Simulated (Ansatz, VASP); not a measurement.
**SiO2 in VASP and in Ansatz**

The input INCAR:

```
ALGO = Normal ; EDIFF = 1E-7
ENCUT = 520 ; GGA = CA
ISIF = 2 ; ISMEAR = 0
LASPH = True ; LCHARG = False
LREAL = Auto ; LWAVE = False
NBANDS = 82 ; NELM = 80
PREC = Accurate ; SIGMA = 0.02
```

The input KPOINTS:

```
k-points
0
Gamma
  4 4 4
```

Contents of POSCAR:

```
SiO2
1.0
   -4.1931792180      4.1931792180      4.1931792180
    4.1931792180     -4.1931792180      4.1931792180
    4.1931792180      4.1931792180     -4.1931792180
Si O
8 16
Direct
    0.5000000000      0.0000000000      0.7813350965
    0.2813350965      0.2813350965      0.2813350965
    0.5000000000      0.0000000000      0.2186649035
    0.7186649035      0.7186649035      0.7186649035
    0.7813350965      0.5000000000      0.0000000000
    0.0000000000      0.2186649035      0.5000000000
    0.2186649035      0.5000000000      0.0000000000
    0.0000000000      0.7813350965      0.5000000000
    0.6831160095      0.9331160095      0.7500000000
    0.7500000000      0.6831160095      0.9331160095
    0.8168839905      0.5668839905      0.2500000000
    0.7500000000      0.1831160095      0.4331160095
    0.0668839905      0.2500000000      0.3168839905
    0.5000000000      0.0000000000      0.0000000000
    0.2500000000      0.8168839905      0.5668839905
    0.4331160095      0.7500000000      0.1831160095
    0.3168839905      0.0668839905      0.2500000000
    0.1831160095      0.4331160095      0.7500000000
    0.9331160095      0.7500000000      0.6831160095
    0.5000000000      0.5000000000      0.5000000000
    0.2500000000      0.3168839905      0.0668839905
    0.0000000000      0.5000000000      0.0000000000
    0.0000000000      0.0000000000      0.5000000000
    0.5668839905      0.2500000000      0.8168839905
```

Input for Ansatz:

```yaml
crystal:
  lattice:
    - [-4.193179218, 4.193179218, 4.193179218]
    - [4.193179218, -4.193179218, 4.193179218]
    - [4.193179218, 4.193179218, -4.193179218]
  atoms:
    - { symbol: Si, position: [0.5, 0.0, 0.7813350965] }
    - { symbol: Si, position: [0.2813350965, 0.2813350965, 0.2813350965] }
    - { symbol: Si, position: [0.5, 0.0, 0.2186649035] }
    - { symbol: Si, position: [0.7186649035, 0.7186649035, 0.7186649035] }
    - { symbol: Si, position: [0.7813350965, 0.5, 0.0] }
    - { symbol: Si, position: [0.0, 0.2186649035, 0.5] }
    - { symbol: Si, position: [0.2186649035, 0.5, 0.0] }
    - { symbol: Si, position: [0.0, 0.7813350965, 0.5] }
    - { symbol: O, position: [0.6831160095, 0.9331160095, 0.75] }
    - { symbol: O, position: [0.75, 0.6831160095, 0.9331160095] }
    - { symbol: O, position: [0.8168839905, 0.5668839905, 0.25] }
    - { symbol: O, position: [0.75, 0.1831160095, 0.4331160095] }
    - { symbol: O, position: [0.0668839905, 0.25, 0.3168839905] }
    - { symbol: O, position: [0.5, 0.0, 0.0] }
    - { symbol: O, position: [0.25, 0.8168839905, 0.5668839905] }
    - { symbol: O, position: [0.4331160095, 0.75, 0.1831160095] }
    - { symbol: O, position: [0.3168839905, 0.0668839905, 0.25] }
    - { symbol: O, position: [0.1831160095, 0.4331160095, 0.75] }
    - { symbol: O, position: [0.9331160095, 0.75, 0.6831160095] }
    - { symbol: O, position: [0.5, 0.5, 0.5] }
    - { symbol: O, position: [0.25, 0.3168839905, 0.0668839905] }
    - { symbol: O, position: [0.0, 0.5, 0.0] }
    - { symbol: O, position: [0.0, 0.0, 0.5] }
    - { symbol: O, position: [0.5668839905, 0.25, 0.8168839905] }
basis:
  ecutwfc: 420
kpoints:
  mp_grid: { grid: [4, 4, 4] }
  band_path:
    path:
      - [[0.0, 0.0, 0.0], [0.5, -0.5, 0.5], [0.0, 0.0, 0.5], [0.0, 0.0, 0.0], [0.25, 0.25, 0.25], [0.5, -0.5, 0.5]]
      - [[0.25, 0.25, 0.25], [0.0, 0.0, 0.5]]
    npoints: 10
hamiltonian:
  xc: lda
scf:
  occupations: { method: gaussian, width: 0.02 }
  n_extra_bands: 60
output:
  forces: true
  stress: true
  eigenvalues: true
  populations: true
  dos: { projected: true, de: 0.02, nscf_kmesh: { grid: [6, 6, 6] } }
  bader: false
```

Alike in both runs: task single point; functional LDA; k mesh 4 × 4 × 4; occupations gaussian, width 0.02 eV; no spin polarisation.

|  | VASP | Ansatz |
| --- | --- | --- |
| version | VASP 6.6.1 | Ansatz 0.2.0 |
| potentials or method | VASP PAW LDA potentials, release 64 (Si, O), cutoff 520 eV | scalar-relativistic, plane waves, PAW |
| valence electrons in the cell | 128 | 128 |

|  | VASP | Ansatz | Ansatz less VASP |
| --- | --- | --- | --- |
| gap on the k mesh at the Fermi level (eV) | 5.81 | 5.81 | -0.004 |
| least direct gap on the mesh (eV) | 5.88 | 5.87 | -0.006 |
| pressure (GPa) | 0.7 | 0.0 | -0.71 |
| rms of the force components (eV/Å) | 0.021 | 0.000 | -0.0203 |

LDA's correlation is that of Perdew and Zunger in VASP and of Perdew and Wang (1992) in Ansatz. Atom by atom the forces differ by 0.020 eV/Å (rms over components).
